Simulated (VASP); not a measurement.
A run of VASP 6.6.1 is set up as follows.

Contents of INCAR:

```
ALGO = Normal
EDIFF = 1E-6
EDIFFG = -0.04
ENCUT = 600
GGA = PE
IBRION = 2
ISIF = 3
ISMEAR = 0
LASPH = True
LCHARG = False
LREAL = False
LWAVE = False
NELM = 60
NSW = 90
PREC = Accurate
SIGMA = 0.1
```

KPOINTS

```
k-points
0
Gamma
  6 6 4
```

The input POSCAR:

```
Lu2SiF2
1.0
    3.8903872300      0.0000000000      0.0000000000
   -1.9451936100      3.3691741700      0.0000000000
    0.0000000000      0.0000000000      6.3940964800
Lu Si F
2 1 2
Direct
    0.6666666700      0.3333333300      0.3615911900
    0.3333333300      0.6666666700      0.6384088100
    0.0000000000      0.0000000000      0.0000000000
    0.6666666700      0.3333333300      0.7529723600
    0.3333333300      0.6666666700      0.2470276400
```

Potentials or basis: VASP PAW PBE potentials, release 64 (Lu, Si, F).

Command:

```bash
$ cat potpaw_PBE.64/Lu/POTCAR potpaw_PBE.64/Si/POTCAR potpaw_PBE.64/F/POTCAR > POTCAR
$ mpirun -np 1 vasp_std > vasp.out
```

Q: Estimate the relaxed cell.

A: a = 4.036 Å, b = 4.036 Å, c = 6.404 Å, α = 90.00°, β = 90.00°, γ = 120.00°.

Q: Predict the space group after relaxing (to 0.1 Å).

A: P-3m1 (No. 164).

Q: Estimate the band gap on the k mesh.

A: 0.27 eV (least direct gap 0.84 eV).

Final structure:
```
Lu Si F
1.0
     4.03626    0.00000    0.00000
    -2.01813    3.49551    0.00000
     0.00000    0.00000    6.40435
Lu Si F
2 1 2
Direct
  0.66667 0.33333 0.23990
  0.33333 0.66667 0.76010
  0.00000 0.00000 0.00000
  0.66667 0.33333 0.59665
  0.33333 0.66667 0.40335
```

Caveat: spin-orbit coupling is left out, which moves the levels of the heavy elements. A k mesh can miss the band edges.
